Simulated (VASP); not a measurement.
# KCl (Pm-3m) in VASP: electric field gradients with PBE

Aim: the electric field gradients of KCl with PBE.

All numbers are computed with VASP 6.6.1; they aren't measurements. Logs are shortened: lines on timing, memory, paths and dates and some standing lists are left out, and cuts for length are marked.

### 1 The cell of the first run

It takes space group Pm-3m (No. 221, cubic). The conventional cell has a = 3.634 Å, b = 3.634 Å, c = 3.634 Å, α = 90.00°, β = 90.00°, γ = 90.00°. K (site symmetry m-3m) has 8 Cl at 3.15 Å and 6 K at 3.63 Å within 4.1 Å. Cl (site symmetry m-3m) has 8 K at 3.15 Å and 6 Cl at 3.63 Å within 4.1 Å.

### 2 Electric field gradients, PBE

File INCAR:

```
PREC = Accurate
ENCUT = 520
EDIFF = 1E-8
ISMEAR = 0
SIGMA = 0.01
LREAL = Auto
LASPH = True
NELM = 60
ALGO = Normal
ISIF = 2
LWAVE = False
LCHARG = False
GGA = PE
LEFG = True
NBANDS = 78
```

File KPOINTS:

```
Automatic mesh
0
Gamma
  3 3 3
```

File POSCAR:

```
KCl
1.0
    7.2680000000      0.0000000000      0.0000000000
    0.0000000000      7.2680000000      0.0000000000
    0.0000000000      0.0000000000      7.2680000000
K Cl
8 8
Direct
    0.0000000000      0.0000000000      0.0000000000
    0.0000000000      0.0000000000      0.5000000000
    0.0000000000      0.5000000000      0.0000000000
    0.0000000000      0.5000000000      0.5000000000
    0.5000000000      0.0000000000      0.0000000000
    0.5000000000      0.0000000000      0.5000000000
    0.5000000000      0.5000000000      0.0000000000
    0.5000000000      0.5000000000      0.5000000000
    0.2500000000      0.2500000000      0.2500000000
    0.2500000000      0.2500000000      0.7500000000
    0.2500000000      0.7500000000      0.2500000000
    0.2500000000      0.7500000000      0.7500000000
    0.7500000000      0.2500000000      0.2500000000
    0.7500000000      0.2500000000      0.7500000000
    0.7500000000      0.7500000000      0.2500000000
    0.7500000000      0.7500000000      0.7500000000
```

Potentials or basis: VASP PAW PBE potentials, release 64 (K_sv, Cl).

Launch:

```bash
$ cat potpaw_PBE.64/K_sv/POTCAR potpaw_PBE.64/Cl/POTCAR > POTCAR
$ mpirun -np 1 vasp_std > vasp.out
```

OUTCAR:

```text
PREC = Accurate
   ENCUT = 520
   EDIFF = 1E-8
   ISMEAR = 0
   LREAL = Auto
   LASPH = True
   NELM = 60
   ISIF = 2
   GGA = PE

 ion  position               nearest neighbor table
   1  0.000  0.000  0.000-   9 3.15  10 3.15  11 3.15  12 3.15  13 3.15  14 3.15  15 3.15  16 3.15
                             5 3.63   2 3.63   3 3.63   2 3.63   3 3.63   5 3.63
   2  0.000  0.000  0.500-   9 3.15  10 3.15  11 3.15  12 3.15  13 3.15  14 3.15  15 3.15  16 3.15
                             6 3.63   1 3.63   4 3.63   1 3.63   4 3.63   6 3.63
   3  0.000  0.500  0.000-   9 3.15  10 3.15  11 3.15  12 3.15  13 3.15  14 3.15  15 3.15  16 3.15
                             7 3.63   1 3.63   4 3.63   4 3.63   1 3.63   7 3.63
   4  0.000  0.500  0.500-   9 3.15  10 3.15  11 3.15  12 3.15  13 3.15  14 3.15  15 3.15  16 3.15
                             8 3.63   2 3.63   3 3.63   3 3.63   2 3.63   8 3.63
   5  0.500  0.000  0.000-   9 3.15  10 3.15  11 3.15  12 3.15  13 3.15  14 3.15  15 3.15  16 3.15
                             7 3.63   1 3.63   6 3.63   6 3.63   7 3.63   1 3.63
   6  0.500  0.000  0.500-   9 3.15  10 3.15  11 3.15  12 3.15  13 3.15  14 3.15  15 3.15  16 3.15
                             8 3.63   2 3.63   5 3.63   5 3.63   8 3.63   2 3.63
   7  0.500  0.500  0.000-   9 3.15  10 3.15  11 3.15  12 3.15  13 3.15  14 3.15  15 3.15  16 3.15
                             8 3.63   3 3.63   5 3.63   8 3.63   5 3.63   3 3.63
   8  0.500  0.500  0.500-   9 3.15  10 3.15  11 3.15  12 3.15  13 3.15  14 3.15  15 3.15  16 3.15
                             7 3.63   4 3.63   6 3.63   7 3.63   6 3.63   4 3.63
   9  0.250  0.250  0.250-   1 3.15   2 3.15   3 3.15   4 3.15   5 3.15   6 3.15   7 3.15   8 3.15
[... 20 lines left out ...]
 A1 = (   7.2680000000,   0.0000000000,   0.0000000000)
 A2 = (   0.0000000000,   7.2680000000,   0.0000000000)
 A3 = (   0.0000000000,   0.0000000000,   7.2680000000)

Analysis of symmetry for initial positions (statically):
=====================================================================
 Subroutine PRICEL returns following result:

  LATTYP: Found a simple cubic cell.
 ALAT       =     3.6340000000

  Lattice vectors:

 A1 = (   3.6340000000,   0.0000000000,   0.0000000000)
 A2 = (   0.0000000000,   3.6340000000,   0.0000000000)
 A3 = (   0.0000000000,   0.0000000000,   3.6340000000)

   8 primitive cells build up your supercell.

 Routine SETGRP: Setting up the symmetry group for a
 simple cubic supercell.

 Subroutine GETGRP returns: Found 48 space group operations
 (whereof 48 operations were pure point group operations)
 out of a pool of 48 trial point group operations.

The static configuration has the point symmetry O_h .

Analysis of symmetry for dynamics (positions and initial velocities):
=====================================================================
 Subroutine PRICEL returns following result:

  LATTYP: Found a simple cubic cell.
 ALAT       =     3.6340000000

  Lattice vectors:

 A1 = (   3.6340000000,   0.0000000000,   0.0000000000)
 A2 = (   0.0000000000,   3.6340000000,   0.0000000000)
 A3 = (   0.0000000000,   0.0000000000,   3.6340000000)

   8 primitive cells build up your supercell.

 Routine SETGRP: Setting up the symmetry group for a
 simple cubic supercell.

 Subroutine GETGRP returns: Found 48 space group operations
 (whereof 48 operations were pure point group operations)
 out of a pool of 48 trial point group operations.

The dynamic configuration has the point symmetry O_h .

 Subroutine INISYM returns: Found 48 space group operations
 (whereof 48 operations are pure point group operations),
 and found     8 'primitive' translations

----------------------------------------------------------------------------------------

                                     Primitive cell

  volume of cell :      47.9904

  direct lattice vectors                    reciprocal lattice vectors
     3.634000000  0.000000000  0.000000000     0.275178866  0.000000000  0.000000000
     0.000000000  3.634000000  0.000000000     0.000000000  0.275178866  0.000000000
     0.000000000  0.000000000  3.634000000     0.000000000  0.000000000  0.275178866

  length of vectors
[... 72 lines left out ...]
   NELECT =     128.0000    total number of electrons
   NUPDOWN=      -1.0000    fix difference up-down
   EMIN   =  10.00;   EMAX   =-10.00  energy-range for DOS
   EFERMI =   0.00;   METHOD = LEGACY
   ISMEAR =     0;   SIGMA  =   0.01  broadening in eV -4-tet -1-fermi 0-gaus
   EFERMI_NEDOS =   21; number of points for ismear=-14 and -15
   IALGO  =     38    algorithm
   IMIX   =      4    mixing-type and parameters
     AMIX     =   0.40;   BMIX     =  1.00
     AMIX_MAG =   1.60;   BMIX_MAG =  1.00
  volume/ion in A,a.u.               =      24.00       161.93
  Fermi-wavevector in a.u.,A,eV,Ry     =   1.135176  2.145172 17.532804  1.288625
  Thomas-Fermi vector in A             =   2.271881
   LORBIT       =      0    0 simple, 1 ext, 2 COOP (PROOUT), +10 PAW based schemes
   GGA     = PE    functional components
   LHFCALC =     F    Hartree Fock is set to
   AEXX    =    0.0000 exact exchange contribution
   IVDW    =     0    specifies the selected vdW correction
   LEPSILON=     F    determine dielectric tensor
   LRPA    =     F    only Hartree local field effects (RPA)
 non-spin polarized calculation
 Gauss-broadening in eV      SIGMA  =   0.01
  energy-cutoff  :      520.00
  volume of cell :      383.92
 maximum number of plane-waves:     10395
 NGX is ok and might be reduce to    54
   NGX = 27   NGY = 27   NGZ = 27

 number of electron     128.0000031 magnetization

 Free energy of the ion-electron system (eV)
  ---------------------------------------------------
  ext. energy  EPLUGINS =         0.00000000
  ---------------------------------------------------
  free energy    TOTEN  =       -52.39471240 eV

  energy without entropy =      -52.39471240  energy(sigma->0) =      -52.39471240

 E-fermi :   0.1168     XC(G=0):  -8.8090

 val. band max:        0.0674788893   @ k =   0.0000   0.0000   0.0000
 cond. band min:       5.6478285925   @ k =   0.0000   0.0000   0.0000
 fundamental gap:      5.5803497032
 Fermi energy:         0.1168130788

 k-point     1 :       0.0000    0.0000    0.0000
  band No.  band energies     occupation
      1     -27.7492      2.00000
      2     -27.7104      2.00000
      3     -27.7104      2.00000
      4     -27.7104      2.00000
      5     -27.6758      2.00000
      6     -27.6758      2.00000
[... 305 lines left out ...]
     75       8.1351      0.00000
     76       8.1351      0.00000
 [bands above 76 left out]

------------------------ aborting loop because EDIFF is reached ----------------------------------------

  FORCE on cell =-STRESS in cart. coord.  units (eV):
  Direction    XX          YY          ZZ          XY          YZ          ZX
  --------------------------------------------------------------------------------------
  -------------------------------------------------------------------------------------
  Total       10.8826933     10.8826933     10.8826933     -0.0000000     -0.0000000      0.0000000
  in kB       45.4153030     45.4153030     45.4153030     -0.0000000     -0.0000000      0.0000000
  external PRESSURE =      45.4153030 kB  Pullay stress =       0.0000000 kB

 VOLUME and BASIS-vectors are now :
 -----------------------------------------------------------------------------
  energy-cutoff  :      520.00
  volume of cell :      383.92
      direct lattice vectors                 reciprocal lattice vectors
     7.268000000  0.000000000  0.000000000     0.137589433  0.000000000  0.000000000
     0.000000000  7.268000000  0.000000000     0.000000000  0.137589433  0.000000000
     0.000000000  0.000000000  7.268000000     0.000000000  0.000000000  0.137589433

 POSITION                                       TOTAL-FORCE (eV/Angst)
 -----------------------------------------------------------------------------------
      0.00000      0.00000      0.00000         0.000000      0.000000      0.000000
      0.00000      0.00000      3.63400         0.000000      0.000000     -0.000000
      0.00000      3.63400      0.00000         0.000000      0.000000      0.000000
      0.00000      3.63400      3.63400        -0.000000      0.000000     -0.000000
      3.63400      0.00000      0.00000        -0.000000      0.000000      0.000000
      3.63400      0.00000      3.63400         0.000000      0.000000     -0.000000
[... 8 lines left out ...]
      5.45100      5.45100      1.81700        -0.000000     -0.000000      0.000000
      5.45100      5.45100      5.45100        -0.000000     -0.000000     -0.000000
 -----------------------------------------------------------------------------------
    total drift:                                0.000000     -0.000000     -0.000000

  FREE ENERGIE OF THE ION-ELECTRON SYSTEM (eV)
  ---------------------------------------------------
  free  energy   TOTEN  =       -52.3947123984 eV

  energy  without entropy=      -52.3947123984  energy(sigma->0) =      -52.39471240

 Electric field gradients (V/A^2)
---------------------------------------------------------------------
 ion       V_xx      V_yy      V_zz      V_xy      V_xz      V_yz
---------------------------------------------------------------------
   1       0.000     0.000     0.000    -0.000     0.000     0.000
   2       0.000     0.000     0.000    -0.000    -0.000     0.000
   3       0.000     0.000     0.000     0.000    -0.000     0.000
   4       0.000     0.000     0.000    -0.000     0.000     0.000
   5       0.000     0.000     0.000     0.000    -0.000     0.000
   6       0.000     0.000     0.000     0.000     0.000     0.000
[... 8 lines left out ...]
  15      -0.000    -0.000     0.000     0.000    -0.000    -0.000
  16      -0.000    -0.000     0.000     0.000     0.000    -0.000
---------------------------------------------------------------------

 Electric field gradients after diagonalization (V/A^2)
 (convention: |V_zz| > |V_xx| > |V_yy|)
----------------------------------------------------------------------
 ion       V_xx      V_yy      V_zz     asymmetry (V_yy - V_xx)/ V_zz
----------------------------------------------------------------------
   1       0.000     0.000     0.000      -0.189
   2       0.000     0.000     0.000      -0.169
   3       0.000     0.000     0.000      -0.245
   4       0.000     0.000     0.000      -0.188
   5       0.000     0.000     0.000      -0.224
   6       0.000     0.000     0.000      -0.144
[... 8 lines left out ...]
  15      -0.000     0.000    -0.000      -0.971
  16       0.000    -0.000    -0.000       1.027
----------------------------------------------------------------------

           NMR quadrupolar parameters

 Cq : quadrupolar parameter    Cq=e*Q*V_zz/h
 eta: asymmetry parameters     (V_yy - V_xx)/ V_zz
 Q  : nuclear electric quadrupole moment in mb (millibarn)
----------------------------------------------------------------------
 ion       Cq(MHz)       eta       Q (mb)
----------------------------------------------------------------------
   1       0.000      -0.189       1.000
   2       0.000      -0.169       1.000
   3       0.000      -0.245       1.000
   4       0.000      -0.188       1.000
   5       0.000      -0.224       1.000
   6       0.000      -0.144       1.000
[... 8 lines left out ...]
  15      -0.000      -0.971       1.000
  16      -0.000       1.027       1.000
----------------------------------------------------------------------
```

Wall time 3.2 min (1 thread of Intel Xeon Platinum 8259CL at 2.50GHz (Skylake/Cascade Lake), shared host); peak memory 0.4 GiB.

What came out:

| Property | Result |
| --- | --- |
| Free energy | -52.3947 eV |
| Pressure | 4.5 GPa |
| Band gap on the k mesh | 5.58 eV |
| Largest electric field gradient by atom | zero within the noise of the run |

Caveat: the cell stands under pressure.
